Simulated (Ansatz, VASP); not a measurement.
## LiBr: VASP beside Ansatz

```
Li Br
1.0
     0.00000    2.65972    2.65972
     2.65972    0.00000    2.65972
     2.65972    2.65972    0.00000
Li Br
1 1
Direct
  0.00000 0.00000 0.00000
  0.50000 0.50000 0.50000
```

Change from the starting cell: volume scaled by 0.9, PAW files.

Alike in both runs: task single point; functional PBE; k mesh 13 × 13 × 13; occupations fermi-dirac, width 0.05 eV; no spin polarisation.

```csv
,VASP,Ansatz
version,VASP 6.6.1,Ansatz 0.2.0
potentials or method,"VASP PAW PBE potentials, release 64 (Li_sv, Br)","PAW with Ansatz's default frozen-core files, scalar-relativistic"
plane-wave cutoff (eV),750,420
valence electrons in the cell,10,10
```

```tsv
	VASP	Ansatz	Ansatz less VASP
gap on the k mesh at the Fermi level (eV)	5.41	5.41	-0.003
pressure (GPa)	3.4	3.4	+0.07
```
